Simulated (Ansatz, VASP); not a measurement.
One calculation of SiO2, two programs

Contents of POSCAR:

```
SiO2
1.0
   -2.3740500000      2.3740500000      3.7440000000
    2.3740500000     -2.3740500000      3.7440000000
    2.3740500000      2.3740500000     -3.7440000000
Si O
2 4
Direct
    0.0000000000      0.0000000000      0.0000000000
    0.7500000000      0.2500000000      0.5000000000
    0.9983800000      0.6250000000      0.8733800000
    0.3750000000      0.2483800000      0.3733800000
    0.7516200000      0.1250000000      0.1266200000
    0.8750000000      0.0016200000      0.6266200000
```

INCAR.step1

```
SYSTEM = SiO2
ALGO = Normal
EDIFF = 1E-4
ENCUT = 520
GGA = PE
ISMEAR = 0
LASPH = .True.
LCHARG = .False.
LREAL = .False.
LWAVE = .True.
NBANDS = 25
NELM = 60
PREC = Accurate
SIGMA = 0.02
```

INCAR.step2

```
SYSTEM = SiO2
ALGO = Normal
EDIFF = 1E-7
ENCUT = 520
ISIF = 2
ISMEAR = 0
ISTART = 1
LASPH = .True.
LCHARG = .False.
LMIXTAU = .True.
LREAL = .False.
LWAVE = .False.
METAGGA = R2SCAN
NBANDS = 25
NELM = 60
PREC = Accurate
SIGMA = 0.02
```

File KPOINTS:

```
k-points
0
Gamma
  1 1 1
  0 0 0
```

Input for Ansatz:

```yaml
crystal:
  lattice:
    - [-2.37405, 2.37405, 3.744]
    - [2.37405, -2.37405, 3.744]
    - [2.37405, 2.37405, -3.744]
  atoms:
    - { symbol: Si, position: [0.0, 0.0, 0.0] }
    - { symbol: Si, position: [0.75, 0.25, 0.5] }
    - { symbol: O, position: [0.99838, 0.625, 0.87338] }
    - { symbol: O, position: [0.375, 0.24838, 0.37338] }
    - { symbol: O, position: [0.75162, 0.125, 0.12662] }
    - { symbol: O, position: [0.875, 0.00162, 0.62662] }
basis:
  ecutwfc: 500
kpoints:
  mp_grid: { grid: [1, 1, 1] }
hamiltonian:
  xc: r2scan
scf:
  occupations: { method: gaussian, width: 0.02 }
output:
  forces: true
  stress: true
  eigenvalues: true
```

Alike in both runs: task single point; functional r2SCAN; k mesh 1 × 1 × 1; occupations gaussian, width 0.02 eV; no spin polarisation.

```csv
,VASP,Ansatz
version,VASP 6.6.1,Ansatz 0.2.0
potentials or method,"VASP PAW PBE potentials, release 64 (Si, O), cutoff 520 eV","scalar-relativistic, plane waves, PAW"
valence electrons in the cell,32,32
```

```csv
,VASP,Ansatz,Ansatz less VASP
gap on the k mesh at the Fermi level (eV),6.65,6.65,+0.002
least direct gap on the mesh (eV),6.65,6.65,+0.002
pressure (GPa),-0.5,-0.7,-0.13
"traceless stress, the component that is largest in VASP (GPa)",-2.55,-2.60,-0.049
rms of the force components (eV/Å),0.465,0.464,-0.0007
```

VASP's potentials were made for PBE, not for r2SCAN. Atom by atom the forces differ by 0.001 eV/Å (rms over components). The functional is the same, so the differences come from potentials, cutoffs and numerics.

The k mesh is coarse, so the values compare programs but aren't converged.
